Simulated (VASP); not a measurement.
# MgZnO4 (F-43m) in VASP: a series of runs, part 2 of 2

VASP 6.6.1. Earlier steps stand in the parts before.

### Step 3. Single point, PBE

This run uses another cell than the first one, of 11.05 Å³/atom, 1.093 times its volume.

The input, INCAR:

```
ALGO = Normal
EDIFF = 1E-6
ENCUT = 520
GGA = PE
ISIF = 2
ISMEAR = 0
LASPH = True
LCHARG = False
LREAL = False
LWAVE = False
NBANDS = 28
NELM = 60
PREC = Accurate
SIGMA = 0.1
```

The input, KPOINTS:

```
k-points
0
Gamma
  6 6 6
```

The input, POSCAR:

```
MgZnO4
1.0
    0.0000000000      3.2128234000      3.2128234000
    3.2128234000      0.0000000000      3.2128234000
    3.2128234000      3.2128234000      0.0000000000
Mg Zn O
1 1 4
Direct
    0.2500000000      0.2500000000      0.2500000000
    0.0000000000      0.0000000000      0.0000000000
    0.6250080000      0.6250080000      0.6250080000
    0.6250080000      0.1249760000      0.6250080000
    0.1249760000      0.6250080000      0.6250080000
    0.6250080000      0.6250080000      0.1249760000
```

Potentials or basis: VASP PAW PBE potentials, release 64 (Mg, Zn, O).

Run with:

```console
cat potpaw_PBE.64/Mg/POTCAR potpaw_PBE.64/Zn/POTCAR potpaw_PBE.64/O/POTCAR > POTCAR
mpirun -np 1 vasp_std > vasp.out
```

OUTCAR:

```text
EDIFF = 1E-6
   ENCUT = 520
   GGA = PE
   ISIF = 2
   ISMEAR = 0
   LASPH = True
   LREAL = False
   NELM = 60
   PREC = Accurate

 ion  position               nearest neighbor table
   1  0.250  0.250  0.250-   4 2.66   5 2.66   6 2.66   3 2.66   4 2.66   5 2.66   3 2.66   5 2.66
                             6 2.66   3 2.66   4 2.66   6 2.66   2 2.78   2 2.78   2 2.78   2 2.78
   2  0.000  0.000  0.000-   1 2.78   1 2.78   1 2.78   1 2.78
   3  0.625  0.625  0.625-   1 2.66   1 2.66   1 2.66
   4  0.625  0.125  0.625-   1 2.66   1 2.66   1 2.66
   5  0.125  0.625  0.625-   1 2.66   1 2.66   1 2.66
   6  0.625  0.625  0.125-   1 2.66   1 2.66   1 2.66

  LATTYP: Found a face centered cubic cell.
 ALAT       =     6.4256468000

  Lattice vectors:

 A1 = (   0.0000000000,   3.2128234000,   3.2128234000)
 A2 = (   3.2128234000,   0.0000000000,   3.2128234000)
 A3 = (   3.2128234000,   3.2128234000,   0.0000000000)

Analysis of symmetry for initial positions (statically):
[... 173 lines left out ...]
 E-fermi :   2.8165     XC(G=0): -10.8722

 val. band max:        2.7046293505   @ k =  -0.3333   0.3333   0.0000
 cond. band min:       2.8517594594   @ k =   0.0000   0.0000   0.0000
 fundamental gap:      0.1471301089
 Fermi energy:         2.8165408310

 k-point     1 :       0.0000    0.0000    0.0000
  band No.  band energies     occupation
      1     -16.7193      2.00000
      2     -13.4763      2.00000
      3     -13.4763      2.00000
      4     -13.4763      2.00000
      5      -4.4524      2.00000
      6      -4.4524      2.00000
[... 485 lines left out ...]
     27      13.0262      0.00000
     28      14.3220      0.00000

------------------------ aborting loop because EDIFF is reached ----------------------------------------

  FORCE on cell =-STRESS in cart. coord.  units (eV):
  Direction    XX          YY          ZZ          XY          YZ          ZX
  --------------------------------------------------------------------------------------
  -------------------------------------------------------------------------------------
  Total       -3.6915165     -3.6915165     -3.6915165     -0.0000000      0.0000000      0.0000000
  in kB      -89.1712466    -89.1712466    -89.1712466     -0.0000000      0.0000000      0.0000000
  external PRESSURE =     -89.1712466 kB  Pullay stress =       0.0000000 kB

 VOLUME and BASIS-vectors are now :
 -----------------------------------------------------------------------------
  energy-cutoff  :      520.00
  volume of cell :       66.33
      direct lattice vectors                 reciprocal lattice vectors
     0.000000000  3.212823400  3.212823400    -0.155626357  0.155626357  0.155626357
     3.212823400  0.000000000  3.212823400     0.155626357 -0.155626357  0.155626357
     3.212823400  3.212823400  0.000000000     0.155626357  0.155626357 -0.155626357

 POSITION                                       TOTAL-FORCE (eV/Angst)
 -----------------------------------------------------------------------------------
      1.60641      1.60641      1.60641         0.000000      0.000000      0.000000
      0.00000      0.00000      0.00000         0.000000      0.000000      0.000000
      4.01608      4.01608      4.01608        -0.047134     -0.047134     -0.047134
      2.40957      4.01608      2.40957         0.047134     -0.047134      0.047134
      4.01608      2.40957      2.40957        -0.047134      0.047134      0.047134
      2.40957      2.40957      4.01608         0.047134      0.047134     -0.047134
 -----------------------------------------------------------------------------------
    total drift:                                0.000000      0.000000     -0.000000

  FREE ENERGIE OF THE ION-ELECTRON SYSTEM (eV)
  ---------------------------------------------------
  free  energy   TOTEN  =       -19.5966737591 eV

  energy  without entropy=      -19.5834938950  energy(sigma->0) =      -19.59008383
```

It took 14 s on 1 thread of Intel Xeon 6975P-C (Granite Rapids), shared host; peak memory 0.21 GiB.

What came out:

```yaml
Free_energy: -19.5967 eV
Pressure: -8.9 GPa
Band_gap_on_the_k_mesh: zero (band 19 reaches 2.88 eV, above the bottom of band 20 at 2.70 eV)
```

Levels at points of the mesh, in eV from the Fermi level:
| k point | band 16 | band 17 | band 18 | band 19 | band 20 | band 21 | band 22 | band 23 |
| --- | --- | --- | --- | --- | --- | --- | --- | --- |
| (0.00, 0.00, 0.00) | -2.67 | 0.04 | 0.04 | 0.04 | 0.79 | 0.79 | 0.79 | 4.29 |
| (0.50, 0.00, 0.00) | -1.92 | -1.88 | -1.88 | 0.06 | 0.31 | 0.72 | 0.72 | 2.48 |
| (0.50, 0.50, 0.00) | -1.93 | -1.80 | -1.80 | -1.72 | 0.60 | 0.60 | 1.47 | 3.39 |
